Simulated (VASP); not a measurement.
Here is a VASP 6.6.1 calculation.

File POSCAR:

```
Ta
1.0
   -1.6521292048      1.6521292048      1.6521292048
    1.6521292048     -1.6521292048      1.6521292048
    1.6521292048      1.6521292048     -1.6521292048
Ta
1
Direct
    0.0000000000      0.0000000000      0.0000000000
```

File INCAR.step1:

```
SYSTEM = Ta
ALGO = Normal ; EDIFF = 1E-4
ENCUT = 520 ; GGA = PE
ISMEAR = 0 ; LASPH = .TRUE.
LCHARG = .FALSE. ; LREAL = .FALSE.
LWAVE = .TRUE. ; NBANDS = 12
NELM = 80 ; PREC = Accurate
SIGMA = 0.05
```

File INCAR.step2:

```
SYSTEM = Ta
ALGO = Normal ; EDIFF = 1E-7
ENCUT = 520 ; ISIF = 2
ISMEAR = 0 ; ISTART = 1
LASPH = .TRUE. ; LCHARG = .FALSE.
LMIXTAU = .TRUE. ; LREAL = .FALSE.
LWAVE = .FALSE. ; METAGGA = R2SCAN
NBANDS = 12 ; NELM = 80
PREC = Accurate ; SIGMA = 0.05
```

The input KPOINTS:

```
k-points
0
G
  18 18 18
  0 0 0
```

Potentials or basis: VASP PAW PBE potentials, release 64 (Ta_pv).

Run with:

```bash
$ cat potpaw_PBE.64/Ta_pv/POTCAR > POTCAR
$ cp INCAR.step1 INCAR
$ mpirun -np 1 vasp_std > vasp.out
$ cp INCAR.step2 INCAR
$ mpirun -np 1 vasp_std > vasp.out
```

(1) Predict the pressure.

Results:

(1) 0.6 GPa.

Caveat: the PAW data sets were made with another functional, which shifts forces and pressure a little.
